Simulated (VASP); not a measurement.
NaHF2, 4 atoms in the cell. Symmetry: R-3m, No. 166, trigonal system. Conventional cell: a = 3.526 Å, b = 3.526 Å, c = 13.917 Å, α = 90.00°, β = 90.00°, γ = 120.00°. Within 3.0 Å of Na (site symmetry -3m) lie 6 F at 2.30 Å. Within 1.7 Å of H (site symmetry -3m) lie 2 F at 1.25 Å. Within 1.7 Å of F (site symmetry 3m) lie 1 H at 1.25 Å.  This cell differs from its parent crystal: equal xx and yy strain of +2 %.

- Program: VASP 6.6.1
- Task: single point
- Functional: LDA
- Potentials or basis: VASP PAW LDA potentials, release 64 (Na_pv, H, F)
- Cutoff: 520 eV
- k mesh: 10 × 10 × 10
- Occupations: fermi-dirac, width 0.02 eV
- Spin: no spin polarisation
- Dipole correction: no
- Further INCAR settings: ALGO = Normal; EDIFF = 1e-06; NBANDS = 19

Potentials or basis: VASP PAW LDA potentials, release 64 (Na_pv, H, F).

Launch:

```sh
$ cat potpaw_LDA.64/Na_pv/POTCAR potpaw_LDA.64/H/POTCAR potpaw_LDA.64/F/POTCAR > POTCAR
$ mpirun -np 1 vasp_std > vasp.out
```

Hardware: 1 thread of AMD EPYC 9R45 (Zen 5), on a shared host.

How long does it take, and how much memory?

Run time: 2.6 min on 1 thread of AMD EPYC 9R45 (Zen 5), with other jobs on the host, peak memory 0.21 GiB. Counts: scf iterations 13, k points 116.
